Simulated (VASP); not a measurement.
# SnSe (Cmcm) in VASP: further runs

The runs below take SnSe through single point, with PBE+D3(BJ), PBE+D4.

Everything below comes from runs of VASP 6.6.1. Logs are shortened: lines on timing, memory, paths and dates and some standing lists are left out, and cuts for length are marked.

### 1 The cell of the first run

It takes space group Cmcm (No. 63, orthorhombic). Conventional cell: a = 4.228 Å, b = 11.596 Å, c = 4.227 Å, α = 90.00°, β = 90.00°, γ = 90.00°. Sn (site symmetry m2m) has 7 Se at 2.74 to 3.72 Å and 2 Sn at 3.56 Å within 3.8 Å. Se (site symmetry m2m) has 7 Sn at 2.74 to 3.72 Å and 6 Se at 3.89 to 3.92 Å within 4.0 Å.

### 2 Single point, PBE+D3(BJ)

INCAR

```
SYSTEM = SnSe
  ALGO = Normal
  EDIFF = 1E-6
  ENCUT = 520
  GGA = PE
  ISIF = 2
  ISMEAR = -1
  IVDW = 12
  LASPH = .True.
  LCHARG = .True.
  LELF = .True.
  LREAL = .False.
  LVHAR = .True.
  LWAVE = .False.
  NBANDS = 28
  NELM = 60
  PREC = Accurate
  SIGMA = 0.02
```

KPOINTS

```
k-points
0
Gamma
  6 6 6
  0 0 0
```

POSCAR

```
SnSe
1.0
    2.1141105664     -5.7978901006      0.0000000000
    2.1141105664      5.7978901006      0.0000000000
    0.0000000000      0.0000000000      4.2271586084
Sn Se
2 2
Direct
    0.8766232407      0.1233767593      0.2500000000
    0.1233767593      0.8766232407      0.7500000000
    0.6407479092      0.3592520908      0.2500000000
    0.3592520908      0.6407479092      0.7500000000
```

Potentials or basis: VASP PAW PBE potentials, release 64 (Sn_d, Se).

Launch:

```console
cat potpaw_PBE.64/Sn_d/POTCAR potpaw_PBE.64/Se/POTCAR > POTCAR
mpirun -np 1 vasp_std > vasp.out
```

OUTCAR:

```text
SYSTEM = SnSe
   EDIFF = 1E-6
   ENCUT = 520
   GGA = PE
   ISIF = 2
   ISMEAR = -1
   IVDW = 12
   LASPH = .True.
   LREAL = .False.
   NELM = 60
   PREC = Accurate
 IVDW          = 12

 ion  position               nearest neighbor table
   1  0.877  0.123  0.250-   3 2.74   4 3.00   4 3.00   4 3.00   4 3.00   2 3.56   2 3.56
   2  0.123  0.877  0.750-   4 2.74   3 3.00   3 3.00   3 3.00   3 3.00   1 3.56   1 3.56
   3  0.641  0.359  0.250-   1 2.74   2 3.00   2 3.00   2 3.00   2 3.00
   4  0.359  0.641  0.750-   2 2.74   1 3.00   1 3.00   1 3.00   1 3.00

  LATTYP: Found a base centered orthorhombic cell.
 ALAT       =     4.2282211328
 B/A-ratio  =     2.7424725049
 C/A-ratio  =     0.9997487065

  Lattice vectors:

 A1 = (   2.1141105664,  -5.7978901006,   0.0000000000)
 A2 = (   2.1141105664,   5.7978901006,   0.0000000000)
 A3 = (   0.0000000000,   0.0000000000,   4.2271586084)

Analysis of symmetry for initial positions (statically):
=====================================================================
 Subroutine PRICEL returns:
 Original cell was already a primitive cell.

 Routine SETGRP: Setting up the symmetry group for a
 base centered orthorhombic supercell.

 Subroutine GETGRP returns: Found  8 space group operations
 (whereof  4 operations were pure point group operations)
 out of a pool of  8 trial point group operations.

The static configuration has the point symmetry C_2h.
 The point group associated with its full space group is D_2h.

Analysis of symmetry for dynamics (positions and initial velocities):
=====================================================================
 Subroutine PRICEL returns:
 Original cell was already a primitive cell.

 Routine SETGRP: Setting up the symmetry group for a
 base centered orthorhombic supercell.

 Subroutine GETGRP returns: Found  8 space group operations
 (whereof  4 operations were pure point group operations)
 out of a pool of  8 trial point group operations.

The dynamic configuration has the point symmetry C_2h.
 The point group associated with its full space group is D_2h.

 Subroutine INISYM returns: Found  8 space group operations
 (whereof  4 operations are pure point group operations),
 and found     1 'primitive' translations

----------------------------------------------------------------------------------------

                                     Primitive cell

  volume of cell :     103.6278

  direct lattice vectors                    reciprocal lattice vectors
     2.114110566 -5.797890101  0.000000000     0.236506079 -0.086238268  0.000000000
     2.114110566  5.797890101  0.000000000     0.236506079  0.086238268  0.000000000
     0.000000000  0.000000000  4.227158608     0.000000000  0.000000000  0.236565526

  length of vectors
     6.171304004  6.171304004  4.227158608     0.251738285  0.251738285  0.236565526

  position of ions in fractional coordinates (direct lattice)
     0.876623241  0.123376759  0.250000000
     0.123376759  0.876623241  0.750000000
     0.640747909  0.359252091  0.250000000
     0.359252091  0.640747909  0.750000000

  ion indices of the primitive-cell ions
   primitive index   ion index
                 1           1
                 2           2
                 3           3
                 4           4

----------------------------------------------------------------------------------------

 KPOINTS: k-points

Automatic generation of k-mesh.
 Grid dimensions read from file:
 generate k-points for:    6    6    6

 Generating k-lattice:

  Cartesian coordinates                     Fractional coordinates (reciprocal lattice)
     0.039417680 -0.014373045  0.000000000     0.166666667  0.000000000  0.000000000
     0.039417680  0.014373045  0.000000000     0.000000000  0.166666667  0.000000000
     0.000000000  0.000000000  0.039427588     0.000000000  0.000000000  0.166666667

  Length of vectors
     0.041956381  0.041956381  0.039427588

  Shift w.r.t. Gamma in fractional coordinates (k-lattice)
     0.000000000  0.000000000  0.000000000

 Subroutine IBZKPT returns following result:
 ===========================================

 Found     52 irreducible k-points:

 Following reciprocal coordinates:
            Coordinates               Weight
  0.000000  0.000000  0.000000      1.000000
  0.166667  0.000000  0.000000      4.000000
  0.333333  0.000000  0.000000      4.000000
  0.500000  0.000000  0.000000      2.000000
  0.166667  0.166667  0.000000      2.000000
  0.333333  0.166667  0.000000      4.000000
[... 16 lines left out ...]
  0.333333  0.333333  0.166667      4.000000
  0.500000  0.333333  0.166667      8.000000
 [... further k-points ...]
   k-points           NKPTS =     52   k-points in BZ     NKDIM =     52   number of bands    NBANDS=     28
   number of dos      NEDOS =    301   number of ions     NIONS =      4
   total plane-waves  NPLWV =  73728
   dimension x,y,z NGX =    48 NGY =   48 NGZ =   32
   dimension x,y,z NGXF=    96 NGYF=   96 NGZF=   64
   ions per type =               2   2
   NGX,Y,Z   is equivalent  to a cutoff of  12.93, 12.93, 12.58 a.u.
   NGXF,Y,Z  is equivalent  to a cutoff of  25.86, 25.86, 25.17 a.u.
 SYSTEM =  SnSe
   PREC   = accura    normal or accurate (medium, high low for compatibility)
   ISTART =      0    job   : 0-new  1-cont  2-samecut
   ICHARG =      2    charge: 1-file 2-atom 10-const
   ISPIN  =      1    spin polarized calculation?
   LNONCOLLINEAR =      F non collinear calculations
   LSORBIT =      F    spin-orbit coupling
   LASPH  =      T    aspherical Exc in radial PAW
   ENCUT  =  520.0 eV  38.22 Ry    6.18 a.u.  11.47 11.47  7.86*2*pi/ulx,y,z
   NELM   =     60;   NELMIN=  2; NELMDL= -5     # of ELM steps
   EDIFF  = 0.1E-05   stopping-criterion for ELM
   LREAL  =      F    real-space projection
   EDIFFG = 0.1E-04   stopping-criterion for IOM
   NSW    =      0    number of steps for IOM
   IBRION =     -1    ionic relax: 0-MD 1-quasi-New 2-CG
   NFREE  =      0    steps in history (QN), initial steepest desc. (CG)
   ISIF   =      2    stress and relaxation
   ISYM   =      2    0-nonsym 1-usesym 2-fastsym
   POTIM  = 0.5000    time-step for ionic-motion
   TEBEG  =    0.0;   TEEND  =   0.0 temperature during run
   PSTRESS=    0.0 pullay stress
   NELECT =      40.0000    total number of electrons
   NUPDOWN=      -1.0000    fix difference up-down
   EMIN   =  10.00;   EMAX   =-10.00  energy-range for DOS
   EFERMI =   0.00;   METHOD = LEGACY
   ISMEAR =    -1;   SIGMA  =   0.02  broadening in eV -4-tet -1-fermi 0-gaus
   EFERMI_NEDOS =   21; number of points for ismear=-14 and -15
   IALGO  =     38    algorithm
   IMIX   =      4    mixing-type and parameters
     AMIX     =   0.40;   BMIX     =  1.00
     AMIX_MAG =   1.60;   BMIX_MAG =  1.00
  volume/ion in A,a.u.               =      25.91       174.83
  Fermi-wavevector in a.u.,A,eV,Ry     =   1.191981  2.252518 19.331420  1.420819
  Thomas-Fermi vector in A             =   2.328030
   LORBIT       =      0    0 simple, 1 ext, 2 COOP (PROOUT), +10 PAW based schemes
   GGA     = PE    functional components
   LHFCALC =     F    Hartree Fock is set to
   AEXX    =    0.0000 exact exchange contribution
   IVDW    =    12    specifies the selected vdW correction
   LEPSILON=     F    determine dielectric tensor
   LRPA    =     F    only Hartree local field effects (RPA)
 non-spin polarized calculation
  energy-cutoff  :      520.00
  volume of cell :      103.63
 maximum number of plane-waves:      2828
 NGX is ok and might be reduce to    48
   NGX = 23   NGY = 23   NGZ = 15

 number of electron      40.0000001 magnetization

 Free energy of the ion-electron system (eV)
  ---------------------------------------------------
  ext. energy  EPLUGINS =         0.00000000
  ---------------------------------------------------
  free energy    TOTEN  =       -16.34847712 eV

  energy without entropy =      -16.34834989  energy(sigma->0) =      -16.34841350

 E-fermi :   6.0655     XC(G=0):  -9.8687

 val. band max:        6.0049176245   @ k =   0.5000   0.5000   0.3333
 cond. band min:       6.1114764550   @ k =   0.5000   0.5000   0.0000
 fundamental gap:      0.1065588306
 Fermi energy:         6.0655165098

 k-point     1 :       0.0000    0.0000    0.0000
  band No.  band energies     occupation
      1     -15.6192      2.00000
      2     -15.6165      2.00000
      3     -15.6045      2.00000
      4     -15.6021      2.00000
      5     -15.5981      2.00000
      6     -15.5924      2.00000
[... 20 lines left out ...]
     27      11.1446      0.00000
     28      12.2398      0.00000

 k-point     2 :       0.1667    0.0000    0.0000
  band No.  band energies     occupation
      1     -15.6170      2.00000
      2     -15.6138      2.00000
      3     -15.6081      2.00000
      4     -15.6037      2.00000
      5     -15.5957      2.00000
      6     -15.5874      2.00000
[... 20 lines left out ...]
     27      11.4294      0.00000
     28      12.2421      0.00000

 k-point     3 :       0.3333    0.0000    0.0000
  band No.  band energies     occupation
      1     -15.6136      2.00000
      2     -15.6125      2.00000
      3     -15.6083      2.00000
      4     -15.6075      2.00000
      5     -15.5918      2.00000
      6     -15.5790      2.00000
[... 20 lines left out ...]
     27      12.5474      0.00000
     28      13.1119      0.00000

 k-point     4 :       0.5000    0.0000    0.0000
  band No.  band energies     occupation
      1     -15.6161      2.00000
      2     -15.6100      2.00000
      3     -15.6094      2.00000
      4     -15.6056      2.00000
      5     -15.5899      2.00000
      6     -15.5767      2.00000
[... 578 lines left out ...]
     27      10.7824      0.00000
     28      12.4922      0.00000

 k-point    23 :       0.3333    0.3333    0.1667
  band No.  band energies     occupation
      1     -15.6187      2.00000
      2     -15.6119      2.00000
      3     -15.6064      2.00000
      4     -15.6044      2.00000
      5     -15.5920      2.00000
      6     -15.5801      2.00000
[... 20 lines left out ...]
     27      12.1396      0.00000
     28      12.6654      0.00000

 k-point    24 :       0.5000    0.3333    0.1667
  band No.  band energies     occupation
      1     -15.6164      2.00000
      2     -15.6133      2.00000
      3     -15.6074      2.00000
      4     -15.6035      2.00000
      5     -15.5919      2.00000
      6     -15.5844      2.00000
[... 20 lines left out ...]
     27      12.0416      0.00000
     28      12.7821      0.00000

 [... further k-points ...]

------------------------ aborting loop because EDIFF is reached ----------------------------------------

 Edisp (eV)   -1.49197

 E8    (eV) :    -0.6724

  FORCE on cell =-STRESS in cart. coord.  units (eV):
  Direction    XX          YY          ZZ          XY          YZ          ZX
  --------------------------------------------------------------------------------------
  -------------------------------------------------------------------------------------
  Total       0.00208     0.01213     0.00493     0.00000     0.00000     0.00000
  in kB       0.03215     0.18753     0.07630     0.00000     0.00000     0.00000
  external pressure =        0.10 kB  Pullay stress =        0.00 kB

 VOLUME and BASIS-vectors are now :
 -----------------------------------------------------------------------------
  energy-cutoff  :      520.00
  volume of cell :      103.63
      direct lattice vectors                 reciprocal lattice vectors
     2.114110566 -5.797890101  0.000000000     0.236506079 -0.086238268  0.000000000
     2.114110566  5.797890101  0.000000000     0.236506079  0.086238268  0.000000000
     0.000000000  0.000000000  4.227158608     0.000000000  0.000000000  0.236565526

 POSITION                                       TOTAL-FORCE (eV/Angst)
 -----------------------------------------------------------------------------------
      2.11411     -4.36724      1.05679         0.000000     -0.012158      0.000000
      2.11411      4.36724      3.17037         0.000000      0.012158      0.000000
      2.11411     -1.63208      1.05679         0.000000      0.008380     -0.000000
      2.11411      1.63208      3.17037         0.000000     -0.008380      0.000000
 -----------------------------------------------------------------------------------
    total drift:                                0.000000      0.000000     -0.000000

  FREE ENERGIE OF THE ION-ELECTRON SYSTEM (eV)
  ---------------------------------------------------
  free  energy   TOTEN  =       -17.8404428748 eV

  energy  without entropy=      -17.8403156449  energy(sigma->0) =      -17.84037926
```

Wall time 90 s (1 thread of Intel Xeon 6975P-C (Granite Rapids), shared host); peak memory 0.33 GiB.

Results:

- Free energy: -17.8404 eV
- Pressure: 0.0 GPa
- Largest force: 0.012 eV/Å
- Band gap on the k mesh: 0.11 eV (least direct gap 0.21 eV)
- Dispersion energy per atom: -0.373 eV

Forces in eV/Å, atoms in the order of the input:
```
Sn   0.000 -0.012  0.000
Sn   0.000  0.012  0.000
Se   0.000  0.008  0.000
Se   0.000 -0.008  0.000
```

Caveat: semilocal functionals underestimate gaps, and a narrow one can read as zero; spin-orbit coupling is left out, which moves the levels of the heavy elements.

### 3 Single point, PBE+D4

INCAR

```
  PREC = Accurate
  ENCUT = 520
  EDIFF = 1E-6
  ISMEAR = -1
  SIGMA = 0.02
  LREAL = False
  LASPH = True
  NELM = 100
  ALGO = Normal
  ISIF = 2
  LWAVE = False
  LCHARG = False
  GGA = PE
  IVDW = 13
  NBANDS = 28
```

KPOINTS

```
regular mesh
0
Gamma
  6 6 6
```

POSCAR

```
SnSe
1.0
    2.1131779026     -5.7934057979      0.0000000000
    2.1131779026      5.7934057979      0.0000000000
    0.0000000000      0.0000000000      4.2242328350
Sn Se
2 2
Direct
    0.8768325486      0.1231674514      0.2500000000
    0.1231674514      0.8768325486      0.7500000000
    0.6408445736      0.3591554264      0.2500000000
    0.3591554264      0.6408445736      0.7500000000
```

Potentials or basis: VASP PAW PBE potentials, release 64 (Sn_d, Se).

Launch:

```console
cat potpaw_PBE.64/Sn_d/POTCAR potpaw_PBE.64/Se/POTCAR > POTCAR
mpirun -np 1 vasp_std > vasp.out
```

OUTCAR:

```text
PREC = Accurate
   ENCUT = 520
   EDIFF = 1E-6
   ISMEAR = -1
   LREAL = False
   LASPH = True
   NELM = 100
   ISIF = 2
   GGA = PE
   IVDW = 13

 ion  position               nearest neighbor table
   1  0.877  0.123  0.250-   3 2.73   4 2.99   4 2.99   4 2.99   4 2.99   2 3.55   2 3.55
   2  0.123  0.877  0.750-   4 2.73   3 2.99   3 2.99   3 2.99   3 2.99   1 3.55   1 3.55
   3  0.641  0.359  0.250-   1 2.73   2 2.99   2 2.99   2 2.99   2 2.99
   4  0.359  0.641  0.750-   2 2.73   1 2.99   1 2.99   1 2.99   1 2.99

[... 951 lines left out ...]
  Direction    XX          YY          ZZ          XY          YZ          ZX
  --------------------------------------------------------------------------------------
  -------------------------------------------------------------------------------------
  Total       0.00325     0.02852     0.00299     0.00000    -0.00000     0.00000
  in kB       0.05029     0.44179     0.04626     0.00000    -0.00000     0.00000
  external pressure =        0.18 kB  Pullay stress =        0.00 kB

 VOLUME and BASIS-vectors are now :
 -----------------------------------------------------------------------------
  energy-cutoff  :      520.00
  volume of cell :      103.43
      direct lattice vectors                 reciprocal lattice vectors
     2.113177903 -5.793405798  0.000000000     0.236610462 -0.086305019  0.000000000
     2.113177903  5.793405798  0.000000000     0.236610462  0.086305019  0.000000000
     0.000000000  0.000000000  4.224232835     0.000000000  0.000000000  0.236729375

 POSITION                                       TOTAL-FORCE (eV/Angst)
 -----------------------------------------------------------------------------------
      2.11318     -4.36629      1.05606         0.000000     -0.013581     -0.000000
      2.11318      4.36629      3.16817         0.000000      0.013581      0.000000
      2.11318     -1.63194      1.05606         0.000000      0.011034      0.000000
      2.11318      1.63194      3.16817         0.000000     -0.011034      0.000000
 -----------------------------------------------------------------------------------
    total drift:                                0.000000      0.000000      0.000000

  FREE ENERGIE OF THE ION-ELECTRON SYSTEM (eV)
  ---------------------------------------------------
  free  energy   TOTEN  =       -17.9815884208 eV

  energy  without entropy=      -17.9814468678  energy(sigma->0) =      -17.98151764
```

stdout:

```text
POSCAR found type information on POSCAR SnSe
 POSCAR found :  2 types and       4 ions
 scaLAPACK will be used
 LDA part: xc-table for (Slater+PW92), standard interpolation
 POSCAR, INCAR and KPOINTS ok, starting setup
 FFT: planning ... GRIDC
 FFT: planning ... GRID_SOFT
 FFT: planning ... GRID
 WAVECAR not read
 entering main loop
```

Wall time 74 s (1 thread of Intel Xeon 6975P-C (Granite Rapids), shared host); peak memory 0.32 GiB.

What came out:

```yaml
Free_energy: -17.9816 eV
Pressure: 0.0 GPa
Largest_force: 0.014 eV/Å
Band_gap_on_the_k_mesh: 0.10 eV (least direct gap 0.22 eV)
Dispersion_energy_per_atom: -0.409 eV
```

Forces on the atoms (eV/Å):
```
Sn   0.000 -0.014  0.000
Sn   0.000  0.014  0.000
Se   0.000  0.011  0.000
Se   0.000 -0.011  0.000
```

Caveat: semilocal functionals underestimate gaps, and a narrow one can read as zero; spin-orbit coupling is left out, which moves the levels of the heavy elements. A k mesh can miss the band edges.
